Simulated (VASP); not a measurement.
The system is Sn.

```
CELL_PARAMETERS angstrom
-1.93181 1.93181 1.93181
1.93181 -1.93181 1.93181
1.93181 1.93181 -1.93181
ATOMIC_POSITIONS crystal
Sn 0.00000 0.00000 0.00000
```

Base run:

```yaml
Program: VASP 6.6.1
Functional: PBEsol
Potentials_or_basis: VASP PAW PBE potentials, release 64 (Sn_d)
Cutoff: 520 eV
k_mesh: 10 × 10 × 10
Occupations: fermi-dirac, width 0.05 eV
Spin: no spin polarisation
```

Its results: band gap on the k mesh zero (band 7 reaches 14.65 eV, above the bottom of band 8 at 5.13 eV); pressure -4.3 GPa.

Question: The run is repeated on the same cell with these changes: functional from PBEsol to r2SCAN; further incar settings from ALGO = Normal; EDIFF = 1e-06; NBANDS = 13 to ALGO = Normal; EDIFF = 1e-07; NBANDS = 13. What comes out?

Answer: Band gap on the k mesh zero (band 7 reaches 15.19 eV, above the bottom of band 8 at 5.11 eV); pressure -3.1 GPa.

Caveats: the PAW data sets were made with another functional, which shifts forces and pressure a little; spin-orbit coupling is left out, which moves the levels of the heavy elements.
